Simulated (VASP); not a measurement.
A run of VASP 6.6.1 is set up as follows.

INCAR

```
SYSTEM = Hf
PREC = Accurate
ENCUT = 520
EDIFF = 1E-7
ISMEAR = -1
SIGMA = 0.1
LREAL = .False.
LASPH = .True.
NELM = 60
ALGO = Normal
ISIF = 2
LWAVE = .False.
LCHARG = .False.
GGA = PS
NBANDS = 11
```

File KPOINTS:

```
Automatic mesh
0
Gamma
  15 15 15
  0 0 0
```

The input POSCAR:

```
Hf
1.0
    2.5007684687      0.0000000000      0.0000000000
    0.0000000000      2.5007684687      0.0000000000
    0.0000000000      0.0000000000      2.5007684687
Hf
1
Direct
    0.0000000000      0.0000000000      0.0000000000
```

Potentials or basis: VASP PAW PBE potentials, release 64 (Hf_pv).

The run is started by

```sh
$ cat potpaw_PBE.64/Hf_pv/POTCAR > POTCAR
$ mpirun -np 1 vasp_std > vasp.out
```

Task: Estimate the band gap on the k mesh.

Result: Zero (band 5 reaches 8.18 eV, above the bottom of band 6 at 3.94 eV).

Task: What does it give for the pressure?

Result: 69.7 GPa.

Caveat: the PAW data sets were made with another functional, which shifts forces and pressure a little; spin-orbit coupling is left out, which moves the levels of the heavy elements.
